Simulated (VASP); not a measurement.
# LiF (Fm-3m) in VASP: settings compared

The runs below take LiF through single point, with r2SCAN, revPBE+U, r2SCAN+U, RPBE+U, PBE+U.

Program: VASP 6.6.1. These are calculated values, not measurements. Logs are shortened: lines on timing, memory, paths and dates and some standing lists are left out, and cuts for length are marked.

### 1 The cell of the first run

Symmetry: Fm-3m, No. 225, cubic system. Conventional cell: a = 4.083 Å, b = 4.083 Å, c = 4.083 Å, α = 90.00°, β = 90.00°, γ = 90.00°. Within 2.7 Å of Li (site symmetry m-3m) lie 6 F at 2.04 Å. Within 2.7 Å of F (site symmetry m-3m) lie 6 Li at 2.04 Å.

### 2 Single point, r2SCAN

Input file POSCAR:

```
LiF
1.0
    0.0000000000      2.0417135738      2.0417135738
    2.0417135738      0.0000000000      2.0417135738
    2.0417135738      2.0417135738      0.0000000000
Li F
1 1
Direct
    0.0000000000      0.0000000000      0.0000000000
    0.5000000000      0.5000000000      0.5000000000
```

Input file INCAR.step1:

```
SYSTEM = LiF
  ALGO = Normal
  EDIFF = 1E-5
  ENCUT = 910
  GGA = PE
  GGA_COMPAT = .FALSE.
  ISMEAR = 0
  LASPH = .TRUE.
  LCHARG = .FALSE.
  LREAL = .FALSE.
  LWAVE = .TRUE.
  NBANDS = 12
  NELM = 120
  PREC = Accurate
  SIGMA = 0.1
```

Input file INCAR.step2:

```
SYSTEM = LiF
  ALGO = Normal
  EDIFF = 1E-6
  ENCUT = 910
  GGA_COMPAT = .FALSE.
  ISIF = 2
  ISMEAR = 0
  ISTART = 1
  LASPH = .TRUE.
  LCHARG = .FALSE.
  LMIXTAU = .TRUE.
  LREAL = .FALSE.
  LWAVE = .FALSE.
  METAGGA = R2SCAN
  NBANDS = 12
  NELM = 120
  PREC = Accurate
  SIGMA = 0.1
```

Input file KPOINTS:

```
k-points
0
G
  10 10 10
  0 0 0
```

Potentials or basis: VASP PAW PBE potentials, release 64 (Li_sv, F_h).

Launch:

```sh
$ cat potpaw_PBE.64/Li_sv/POTCAR potpaw_PBE.64/F_h/POTCAR > POTCAR
$ cp INCAR.step1 INCAR
$ mpirun -np 1 vasp_std > vasp.out
$ cp INCAR.step2 INCAR
$ mpirun -np 1 vasp_std > vasp.out
```

OUTCAR:

```text
SYSTEM = LiF
   EDIFF = 1E-6
   ENCUT = 910
   ISIF = 2
   ISMEAR = 0
   ISTART = 1
   LASPH = .TRUE.
   LREAL = .FALSE.
   METAGGA = R2SCAN
   NELM = 120
   PREC = Accurate

 ion  position               nearest neighbor table
   1  0.000  0.000  0.000-   2 2.04   2 2.04   2 2.04   2 2.04   2 2.04   2 2.04
   2  0.500  0.500  0.500-   1 2.04   1 2.04   1 2.04   1 2.04   1 2.04   1 2.04

  LATTYP: Found a face centered cubic cell.
 ALAT       =     4.0834271476

  Lattice vectors:

 A1 = (   0.0000000000,   2.0417135738,   2.0417135738)
 A2 = (   2.0417135738,   0.0000000000,   2.0417135738)
 A3 = (   2.0417135738,   2.0417135738,   0.0000000000)

Analysis of symmetry for initial positions (statically):
=====================================================================
 Subroutine PRICEL returns:
 Original cell was already a primitive cell.

 Routine SETGRP: Setting up the symmetry group for a
 face centered cubic supercell.

 Subroutine GETGRP returns: Found 48 space group operations
 (whereof 48 operations were pure point group operations)
 out of a pool of 48 trial point group operations.

The static configuration has the point symmetry O_h .

Analysis of symmetry for dynamics (positions and initial velocities):
=====================================================================
 Subroutine PRICEL returns:
 Original cell was already a primitive cell.

 Routine SETGRP: Setting up the symmetry group for a
 face centered cubic supercell.

 Subroutine GETGRP returns: Found 48 space group operations
 (whereof 48 operations were pure point group operations)
 out of a pool of 48 trial point group operations.

The dynamic configuration has the point symmetry O_h .

 Subroutine INISYM returns: Found 48 space group operations
 (whereof 48 operations are pure point group operations),
 and found     1 'primitive' translations

----------------------------------------------------------------------------------------

                                     Primitive cell

  volume of cell :      17.0222

  direct lattice vectors                    reciprocal lattice vectors
     0.000000000  2.041713574  2.041713574    -0.244892333  0.244892333  0.244892333
     2.041713574  0.000000000  2.041713574     0.244892333 -0.244892333  0.244892333
     2.041713574  2.041713574  0.000000000     0.244892333  0.244892333 -0.244892333

  length of vectors
     2.887419027  2.887419027  2.887419027     0.424165963  0.424165963  0.424165963

  position of ions in fractional coordinates (direct lattice)
     0.000000000  0.000000000  0.000000000
     0.500000000  0.500000000  0.500000000

  ion indices of the primitive-cell ions
   primitive index   ion index
                 1           1
                 2           2

----------------------------------------------------------------------------------------

 KPOINTS: k-points

Automatic generation of k-mesh.
 Grid dimensions read from file:
 generate k-points for:   10   10   10

 Generating k-lattice:

  Cartesian coordinates                     Fractional coordinates (reciprocal lattice)
    -0.024489233  0.024489233  0.024489233     0.100000000  0.000000000  0.000000000
     0.024489233 -0.024489233  0.024489233     0.000000000  0.100000000  0.000000000
     0.024489233  0.024489233 -0.024489233     0.000000000  0.000000000  0.100000000

  Length of vectors
     0.042416596  0.042416596  0.042416596

  Shift w.r.t. Gamma in fractional coordinates (k-lattice)
     0.000000000  0.000000000  0.000000000

 Subroutine IBZKPT returns following result:
 ===========================================

 Found     47 irreducible k-points:

 Following reciprocal coordinates:
            Coordinates               Weight
  0.000000  0.000000  0.000000      1.000000
  0.100000  0.000000  0.000000      8.000000
  0.200000  0.000000  0.000000      8.000000
  0.300000  0.000000  0.000000      8.000000
  0.400000  0.000000  0.000000      8.000000
  0.500000  0.000000  0.000000      4.000000
[... 16 lines left out ...]
  0.300000  0.300000  0.000000      6.000000
  0.400000  0.300000  0.000000     24.000000
 [... further k-points ...]
   k-points           NKPTS =     47   k-points in BZ     NKDIM =     47   number of bands    NBANDS=     12
   number of dos      NEDOS =    301   number of ions     NIONS =      2
   total plane-waves  NPLWV =  21952
   dimension x,y,z NGX =    28 NGY =   28 NGZ =   28
   dimension x,y,z NGXF=    56 NGYF=   56 NGZF=   56
   ions per type =               1   1
   NGX,Y,Z   is equivalent  to a cutoff of  16.12, 16.12, 16.12 a.u.
   NGXF,Y,Z  is equivalent  to a cutoff of  32.24, 32.24, 32.24 a.u.
 SYSTEM =  LiF
   PREC   = accura    normal or accurate (medium, high low for compatibility)
   ISTART =      1    job   : 0-new  1-cont  2-samecut
   ICHARG =      0    charge: 1-file 2-atom 10-const
   ISPIN  =      1    spin polarized calculation?
   LNONCOLLINEAR =      F non collinear calculations
   LSORBIT =      F    spin-orbit coupling
   LASPH  =      T    aspherical Exc in radial PAW
   ENCUT  =  910.0 eV  66.88 Ry    8.18 a.u.   7.10  7.10  7.10*2*pi/ulx,y,z
   NELM   =    120;   NELMIN=  2; NELMDL=  0     # of ELM steps
   EDIFF  = 0.1E-05   stopping-criterion for ELM
   LREAL  =      F    real-space projection
[... 7 lines left out ...]
   TEBEG  =    0.0;   TEEND  =   0.0 temperature during run
   PSTRESS=    0.0 pullay stress
   NELECT =      10.0000    total number of electrons
   NUPDOWN=      -1.0000    fix difference up-down
   EMIN   =  10.00;   EMAX   =-10.00  energy-range for DOS
   EFERMI =   0.00;   METHOD = LEGACY
   ISMEAR =     0;   SIGMA  =   0.10  broadening in eV -4-tet -1-fermi 0-gaus
   EFERMI_NEDOS =   21; number of points for ismear=-14 and -15
   IALGO  =     38    algorithm
   IMIX   =      4    mixing-type and parameters
     AMIX     =   0.40;   BMIX     =  1.00
     AMIX_MAG =   1.60;   BMIX_MAG =  1.00
  volume/ion in A,a.u.               =       8.51        57.44
  Fermi-wavevector in a.u.,A,eV,Ry     =   1.371103  2.591009 25.577904  1.879923
  Thomas-Fermi vector in A             =   2.496830
   LORBIT       =      0    0 simple, 1 ext, 2 COOP (PROOUT), +10 PAW based schemes
   METAGGA = R2SCAN    functional components
   LHFCALC =     F    Hartree Fock is set to
   AEXX    =    0.0000 exact exchange contribution
   IVDW    =     0    specifies the selected vdW correction
   LEPSILON=     F    determine dielectric tensor
   LRPA    =     F    only Hartree local field effects (RPA)
 non-spin polarized calculation
 Gauss-broadening in eV      SIGMA  =   0.10
  energy-cutoff  :      910.00
  volume of cell :       17.02
 maximum number of plane-waves:      1073
   NGX = 15   NGY = 15   NGZ = 15

 number of electron      10.0000004 magnetization

 Free energy of the ion-electron system (eV)
  ---------------------------------------------------
  ext. energy  EPLUGINS =         0.00000000
  ---------------------------------------------------
  free energy    TOTEN  =       -11.89613440 eV

  energy without entropy =      -11.89613440  energy(sigma->0) =      -11.89613440

 E-fermi :  -0.8401     XC(G=0): -10.3285

 val. band max:       -1.3795263179   @ k =   0.0000   0.0000   0.0000
 cond. band min:       8.4997184147   @ k =   0.0000   0.0000   0.0000
 fundamental gap:      9.8792447326
 Fermi energy:        -0.8400948897

 k-point     1 :       0.0000    0.0000    0.0000
  band No.  band energies     occupation
      1     -43.5127      2.00000
      2     -22.3675      2.00000
      3      -1.3795      2.00000
      4      -1.3795      2.00000
      5      -1.3795      2.00000
      6       8.4997      0.00000
      7      23.7435      0.00000
      8      23.7436      0.00000
      9      23.7436      0.00000
     10      24.0805      0.00000
     11      24.0805      0.00000
     12      24.0805      0.00000

 k-point     2 :       0.1000    0.0000    0.0000
  band No.  band energies     occupation
      1     -43.5082      2.00000
      2     -22.3326      2.00000
      3      -1.6464      2.00000
      4      -1.4021      2.00000
      5      -1.4021      2.00000
      6       8.7843      0.00000
      7      20.8888      0.00000
      8      22.5557      0.00000
      9      22.5557      0.00000
     10      24.9937      0.00000
     11      24.9937      0.00000
     12      25.2505      0.00000

 k-point     3 :       0.2000    0.0000    0.0000
  band No.  band energies     occupation
      1     -43.4963      2.00000
      2     -22.2395      2.00000
      3      -2.2922      2.00000
      4      -1.4603      2.00000
      5      -1.4603      2.00000
      6       9.4302      0.00000
      7      18.3773      0.00000
      8      21.0666      0.00000
      9      21.0666      0.00000
     10      26.2099      0.00000
     11      26.2457      0.00000
     12      26.2457      0.00000

 k-point     4 :       0.3000    0.0000    0.0000
  band No.  band energies     occupation
      1     -43.4817      2.00000
      2     -22.1204      2.00000
      3      -3.0123      2.00000
      4      -1.5303      2.00000
      5      -1.5303      2.00000
      6      10.0000      0.00000
      7      16.8719      0.00000
      8      19.8113      0.00000
      9      19.8113      0.00000
     10      27.5453      0.00000
     11      27.8736      0.00000
     12      27.8736      0.00000

 k-point     5 :       0.4000    0.0000    0.0000
  band No.  band energies     occupation
      1     -43.4699      2.00000
      2     -22.0206      2.00000
      3      -3.5497      2.00000
      4      -1.5852      2.00000
      5      -1.5852      2.00000
      6      10.2191      0.00000
      7      16.3209      0.00000
      8      19.0009      0.00000
      9      19.0009      0.00000
     10      29.0846      0.00000
     11      29.5652      0.00000
     12      29.5652      0.00000
[... 228 lines left out ...]
      1     -43.4662      2.00000
      2     -21.9621      2.00000
      3      -3.2575      2.00000
      4      -2.4598      2.00000
      5      -1.6189      2.00000
      6      11.3686      0.00000
      7      15.4088      0.00000
      8      19.2140      0.00000
      9      19.2594      0.00000
     10      28.3915      0.00000
     11      28.5131      0.00000
     12      29.1713      0.00000

 k-point    22 :      -0.2000    0.2000    0.0000
  band No.  band energies     occupation
      1     -43.4771      2.00000
      2     -22.0678      2.00000
      3      -2.8818      2.00000
      4      -2.1915      2.00000
      5      -1.4917      2.00000
      6      10.6844      0.00000
      7      16.2043      0.00000
      8      19.6018      0.00000
      9      19.8588      0.00000
     10      26.6806      0.00000
     11      27.5042      0.00000
     12      29.5461      0.00000

 k-point    23 :       0.3000    0.3000    0.0000
  band No.  band energies     occupation
      1     -43.4730      2.00000
      2     -21.9970      2.00000
      3      -3.1623      2.00000
      4      -2.0062      2.00000
      5      -2.0062      2.00000
      6      11.6506      0.00000
      7      17.3479      0.00000
      8      18.8885      0.00000
      9      20.1858      0.00000
     10      20.1858      0.00000
     11      33.8548      0.00000
     12      34.0184      0.00000

 k-point    24 :       0.4000    0.3000    0.0000
  band No.  band energies     occupation
      1     -43.4642      2.00000
      2     -21.9006      2.00000
      3      -3.5546      2.00000
      4      -2.2032      2.00000
      5      -2.1001      2.00000
      6      12.4927      0.00000
      7      16.2565      0.00000
      8      18.3523      0.00000
      9      19.9414      0.00000
     10      20.9417      0.00000
     11      33.2825      0.00000
     12      34.3611      0.00000

 [... further k-points ...]

------------------------ aborting loop because EDIFF is reached ----------------------------------------

  FORCE on cell =-STRESS in cart. coord.  units (eV):
  Direction    XX          YY          ZZ          XY          YZ          ZX
  --------------------------------------------------------------------------------------
  -------------------------------------------------------------------------------------
  Total       -0.6293990     -0.6293990     -0.6293990     -0.0000000      0.0000000      0.0000000
  in kB      -59.2409766    -59.2409766    -59.2409766     -0.0000000      0.0000000      0.0000000
  external PRESSURE =     -59.2409766 kB  Pullay stress =       0.0000000 kB

 VOLUME and BASIS-vectors are now :
 -----------------------------------------------------------------------------
  energy-cutoff  :      910.00
  volume of cell :       17.02
      direct lattice vectors                 reciprocal lattice vectors
     0.000000000  2.041713574  2.041713574    -0.244892333  0.244892333  0.244892333
     2.041713574  0.000000000  2.041713574     0.244892333 -0.244892333  0.244892333
     2.041713574  2.041713574  0.000000000     0.244892333  0.244892333 -0.244892333

 POSITION                                       TOTAL-FORCE (eV/Angst)
 -----------------------------------------------------------------------------------
      0.00000      0.00000      0.00000         0.000000      0.000000     -0.000000
      2.04171      2.04171      2.04171        -0.000000     -0.000000      0.000000
 -----------------------------------------------------------------------------------
    total drift:                                0.000000      0.000000      0.000000

  FREE ENERGIE OF THE ION-ELECTRON SYSTEM (eV)
  ---------------------------------------------------
  free  energy   TOTEN  =       -11.8961344016 eV

  energy  without entropy=      -11.8961344016  energy(sigma->0) =      -11.89613440
```

Wall time 82 s (1 thread of Intel Xeon Platinum 8259CL at 2.50GHz (Skylake/Cascade Lake), shared host); peak memory 0.16 GiB.

What came out:

- Free energy: -11.8961 eV
- Pressure: -5.9 GPa
- Band gap on the k mesh: 9.88 eV

Levels at points of the mesh, in eV from the valence-band top:
```
           k point  band 1  band 2  band 3  band 4  band 5  band 6  band 7  band 8  band 9  band 10
(0.00, 0.00, 0.00)  -42.13  -20.99    0.00    0.00    0.00    9.88   25.12   25.12   25.12    25.46
(0.50, 0.00, 0.00)  -42.09  -20.60   -2.37   -0.23   -0.23   11.62   17.62   20.10   20.10    31.47
(0.50, 0.50, 0.00)  -42.07  -20.37   -2.82   -0.94   -0.94   15.65   17.28   18.58   21.39    21.39
```

Caveat: the cutoff is under 1.25 times the usual one of these potentials, so pressure, stress and relaxed cells hold a basis-set (Pulay) error; the cell stands under tension; the PAW data sets were made with another functional, which shifts forces and pressure a little.

### 3 Single point, revPBE+U

This run uses another cell than the first one, of 9.53 Å³/atom.

Input file INCAR:

```
SYSTEM = LiF
ALGO = Normal ; EDIFF = 1E-6
ENCUT = 750 ; GGA = RE
GGA_COMPAT = .FALSE. ; ISIF = 2
ISMEAR = 0 ; LASPH = .TRUE.
LCHARG = .FALSE. ; LDAU = .TRUE.
LDAUJ = 0 0 ; LDAUL = -1 1
LDAUPRINT = 1 ; LDAUTYPE = 2
LDAUU = 0 2 ; LREAL = .FALSE.
LWAVE = .FALSE. ; NBANDS = 12
NELECT = 9.5 ; NELM = 200
PREC = Accurate ; SIGMA = 0.1
```

Input file KPOINTS:

```
k-points
0
G
  4 4 4
  0 0 0
```

Input file POSCAR:

```
LiF
1.0
    0.0000000000      2.1203171379      2.1203171379
    2.1203171379      0.0000000000      2.1203171379
    2.1203171379      2.1203171379      0.0000000000
Li F
1 1
Direct
    0.0000000000      0.0000000000      0.0000000000
    0.5000000000      0.5000000000      0.5000000000
```

Potentials or basis: VASP PAW PBE potentials, release 64 (Li_sv, F).

Launch:

```sh
$ cat potpaw_PBE.64/Li_sv/POTCAR potpaw_PBE.64/F/POTCAR > POTCAR
$ mpirun -np 1 vasp_std > vasp.out
```

Run time: 2.9 s. Hardware: 1 thread of Intel Xeon 6975P-C (Granite Rapids), shared host; peak memory 0.14 GiB.

The run converged. Its results:

```
Free energy : -6.7719 eV
```

Levels at points of the mesh, in eV from the Fermi level:
| k point | band 2 | band 3 | band 4 | band 5 | band 6 | band 7 | band 8 | band 9 |
| --- | --- | --- | --- | --- | --- | --- | --- | --- |
| (0.00, 0.00, 0.00) | -19.20 | 0.09 | 0.09 | 0.09 | 10.23 | 24.61 | 24.61 | 24.61 |
| (0.50, 0.00, 0.00) | -18.94 | -1.52 | -0.06 | -0.06 | 12.49 | 16.92 | 20.27 | 20.27 |
| (0.50, 0.50, 0.00) | -18.80 | -1.76 | -0.53 | -0.53 | 15.31 | 18.16 | 18.37 | 20.75 |

Caveat: the k points lie up to 0.64 Å⁻¹ apart; the cell carries a net charge on a neutralising background, which shifts energy and pressure; the cell is charged against a uniform background, so pressure and absolute levels hang on convention; the PAW data sets were made with another functional, which shifts forces and pressure a little; U without spin polarisation on a metal has little footing.

### 4 Single point, r2SCAN+U

Input file POSCAR:

```
LiF
1.0
    0.0000000000      2.0417135738      2.0417135738
    2.0417135738      0.0000000000      2.0417135738
    2.0417135738      2.0417135738      0.0000000000
Li F
1 1
Direct
    0.0000000000      0.0000000000      0.0000000000
    0.5000000000      0.5000000000      0.5000000000
```

Input file INCAR.step1:

```
  ALGO = Normal
  EDIFF = 1E-5
  ENCUT = 830
  GGA = PE
  GGA_COMPAT = F
  ISMEAR = 0
  LASPH = T
  LCHARG = F
  LDAU = T
  LDAUJ = 0 0
  LDAUL = -1 1
  LDAUTYPE = 2
  LDAUU = 0 6.3
  LREAL = F
  LWAVE = T
  NBANDS = 12
  NELECT = 10.5
  NELM = 200
  PREC = Accurate
  SIGMA = 0.1
```

Input file INCAR.step2:

```
  ALGO = Normal
  EDIFF = 1E-6
  ENCUT = 830
  GGA_COMPAT = F
  ISIF = 2
  ISMEAR = 0
  ISTART = 1
  LASPH = T
  LCHARG = F
  LDAU = T
  LDAUJ = 0 0
  LDAUL = -1 1
  LDAUPRINT = 1
  LDAUTYPE = 2
  LDAUU = 0 6.3
  LMIXTAU = T
  LREAL = F
  LWAVE = F
  METAGGA = R2SCAN
  NBANDS = 12
  NELECT = 10.5
  NELM = 200
  PREC = Accurate
  SIGMA = 0.1
```

Input file KPOINTS:

```
k-points
0
Gamma
  2 2 2
```

Launch:

```sh
$ cat potpaw_PBE.64/Li_sv/POTCAR potpaw_PBE.64/F/POTCAR > POTCAR
$ cp INCAR.step1 INCAR
$ mpirun -np 1 vasp_std > vasp.out
$ cp INCAR.step2 INCAR
$ mpirun -np 1 vasp_std > vasp.out
```

Wall time 7.5 s (1 thread of Intel Xeon 6975P-C (Granite Rapids), shared host); peak memory 0.14 GiB.

It converged, with:

```yaml
Free_energy: -3.8986 eV
```

Levels at points of the mesh, in eV from the Fermi level:
```
           k point  band 1  band 2  band 3  band 4  band 5  band 6  band 7  band 8  band 9  band 10
(0.00, 0.00, 0.00)  -53.15  -31.32  -11.62  -11.62  -11.62   -1.69   13.62   13.62   13.62    13.86
(0.50, 0.00, 0.00)  -53.11  -30.89  -13.99  -11.85  -11.85    0.05    5.80    8.58    8.58    19.67
(0.50, 0.50, 0.00)  -53.09  -30.64  -14.44  -12.55  -12.55    3.87    5.53    7.02    9.78     9.78
```

Caveat: the k points lie up to 1.33 Å⁻¹ apart; the cell carries a net charge on a neutralising background, which shifts energy and pressure; the cell is charged against a uniform background, so pressure and absolute levels hang on convention; the PAW data sets were made with another functional, which shifts forces and pressure a little; U without spin polarisation on a metal has little footing.

### 5 Single point, RPBE+U

Input file INCAR:

```
PREC = Accurate
ENCUT = 750
EDIFF = 1E-6
ISMEAR = -1
SIGMA = 0.035
LREAL = F
LASPH = T
NELM = 200
ALGO = Normal
ISIF = 2
LWAVE = F
LCHARG = F
LDAU = T
LDAUTYPE = 2
LDAUL = -1 1
LDAUU = 0 2
LDAUJ = 0 0
LDAUPRINT = 1
GGA = RP
NBANDS = 12
GGA_COMPAT = F
```

Input file KPOINTS:

```
regular mesh
0
Gamma
  10 10 10
```

POSCAR is that of step 4.

Launch:

```sh
$ cat potpaw_PBE.64/Li_sv/POTCAR potpaw_PBE.64/F/POTCAR > POTCAR
$ mpirun -np 1 vasp_std > vasp.out
```

Run time: 7.5 s. Hardware: 1 thread of Intel Xeon 6975P-C (Granite Rapids), shared host; peak memory 0.15 GiB.

It converged, with:

```
Free energy            : -8.0919 eV
Pressure               : 1.3 GPa
Band gap on the k mesh : 9.27 eV
```

Levels at points of the mesh, in eV from the valence-band top:
```tsv
k point	band 3	band 4	band 5	band 6	band 7	band 8
(0.00, 0.00, 0.00)	0.00	0.00	0.00	9.27	24.12	24.12
(0.50, 0.00, 0.00)	-2.30	-0.21	-0.21	11.12	16.69	19.16
(0.50, 0.50, 0.00)	-2.72	-0.90	-0.90	14.87	16.82	17.48
```

Caveat: the PAW data sets were made with another functional, which shifts forces and pressure a little. A k mesh can miss the band edges.

(Part 1 of 2 ends here.)
